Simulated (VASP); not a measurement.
Runs of VASP 6.6.1 on Zr4B. The structure is that of space group Im-3m (No. 229), or close to it. The cells are those of the table. 

| task | cell | k mesh | cutoff (eV) | gap on the mesh (eV) | pressure (GPa) |
| --- | --- | --- | --- | --- | --- |
| single point | a = 5.115 Å, angles 109.5°, 5 atoms | 4 × 4 × 4 | 520 | none | -0.2 |
| single point | a = 4.907 Å, angles 109.5°, 5 atoms | 4 × 4 × 4 | 520 | none | (a) |
| single point | a = 5.115 Å, angles 109.5°, 5 atoms | 10 × 10 × 10 | 520 | none | 0.0 |
| relaxation of cell and atoms | relaxed from a = 4.907 Å, angles 109.5°, 5 atoms | 4 × 4 × 4 | 600 | none | -0.2 |

Alike in all rows: level PBE; potentials or basis VASP PAW PBE potentials, release 64 (Zr_sv, B); no spin polarisation; smearing gaussian 0.1 eV.

Q: Fill in the values left out.

A: (a) 14.8.

Caveats: some runs use coarse meshes.

A k mesh can miss the band edges, and the runs leave out spin-orbit coupling on Zr.

A gap of «none» marks levels without a gap at the run's occupations.
